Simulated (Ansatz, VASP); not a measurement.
One calculation of CdS, two programs

INCAR

```
SYSTEM = CdS
PREC = Accurate ; ENCUT = 520
EDIFF = 1E-7 ; ISMEAR = 0
SIGMA = 0.1 ; LREAL = .FALSE.
LASPH = .TRUE. ; NELM = 100
ALGO = Normal ; ISIF = 2
LWAVE = .FALSE. ; LCHARG = .FALSE.
GGA = PE ; NBANDS = 46
```

Contents of KPOINTS:

```
Automatic mesh
0
G
  4 4 4
  0 0 0
```

The input POSCAR:

```
CdS
1.0
   -3.8285264100      3.8285264100      3.8285264100
    3.8285264100     -3.8285264100      3.8285264100
    3.8285264100      3.8285264100     -3.8285264100
Cd S
4 4
Direct
    0.3171980400      0.3171980400      0.3171980400
    0.0000000000      0.0000000000      0.6828019600
    0.0000000000      0.6828019600      0.0000000000
    0.6828019600      0.0000000000      0.0000000000
    0.6828019600      0.6828019600      0.6828019600
    0.0000000000      0.0000000000      0.3171980400
    0.0000000000      0.3171980400      0.0000000000
    0.3171980400      0.0000000000      0.0000000000
```

Input for Ansatz:

```yaml
crystal:
  lattice:
    - [-3.82852641, 3.82852641, 3.82852641]
    - [3.82852641, -3.82852641, 3.82852641]
    - [3.82852641, 3.82852641, -3.82852641]
  atoms:
    - { symbol: Cd, position: [0.31719804, 0.31719804, 0.31719804] }
    - { symbol: Cd, position: [0.0, 0.0, 0.68280196] }
    - { symbol: Cd, position: [0.0, 0.68280196, 0.0] }
    - { symbol: Cd, position: [0.68280196, 0.0, 0.0] }
    - { symbol: S, position: [0.68280196, 0.68280196, 0.68280196] }
    - { symbol: S, position: [0.0, 0.0, 0.31719804] }
    - { symbol: S, position: [0.0, 0.31719804, 0.0] }
    - { symbol: S, position: [0.31719804, 0.0, 0.0] }
basis:
  ecutwfc: 420
kpoints:
  mp_grid: { grid: [4, 4, 4] }
hamiltonian:
  xc: pbe
scf:
  occupations: { method: gaussian, width: 0.1 }
  lower_state_search: "off"
output:
  forces: true
  stress: true
  eigenvalues: true
```

Alike in both runs: task single point; functional PBE; k mesh 4 × 4 × 4; occupations gaussian, width 0.1 eV; no spin polarisation.

```csv
,VASP,Ansatz
version,VASP 6.6.1,Ansatz 0.2.0
potentials or method,"VASP PAW PBE potentials, release 64 (Cd, S), cutoff 520 eV","scalar-relativistic, plane waves, PAW"
valence electrons in the cell,72,104
```

VASP gave:

- gap on the k mesh at the Fermi level (eV): 1.83
- least direct gap on the mesh (eV): 1.83
- pressure (GPa): 11.7
- rms of the force components (eV/Å): 1.204

Q: Estimate Ansatz's values.

A: gap on the k mesh at the Fermi level (eV): 1.83; least direct gap on the mesh (eV): 1.83; pressure (GPa): 11.2; rms of the force components (eV/Å): 1.169.

Atom by atom the forces differ by 0.035 eV/Å (rms over components). VASP's potentials hold 72 valence electrons a cell and Ansatz's 104, so a difference there can come from the potentials and not from the codes.
